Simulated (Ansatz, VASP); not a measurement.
One calculation of Cu, two programs

```
Cu
1.0
     2.88559    0.00000    0.00000
     0.00000    2.88559    0.00000
     0.00000    0.00000    2.75216
Cu
2
Direct
  0.00000 0.00000 0.00000
  0.50000 0.50000 0.50000
```

Alike in both runs: task single point; functional PBE; k mesh 8 × 8 × 8; occupations fermi-dirac, width 0.04 eV; no spin polarisation.

```csv
,VASP,Ansatz
version,VASP 6.6.1,Ansatz 0.2.0
potentials or method,"VASP PAW PBE potentials, release 64 (Cu), cutoff 600 eV","all-electron LAPW, scalar-relativistic"
```

|  | VASP | Ansatz | Ansatz less VASP |
| --- | --- | --- | --- |
| gap on the k mesh at the Fermi level (eV) | none | none | - |
| pressure (GPa) | 8.1 | 7.3 | -0.80 |
| traceless stress, the component that is largest in VASP (GPa) | 0.65 | 0.64 | -0.018 |

A gap of «none» marks a metal or a gap that the smearing closes. Ansatz ran all-electron here, and VASP with PAW potentials.

Noted on Ansatz's run: the k mesh is thin for a metal, which can move the energy by tens of meV per atom.
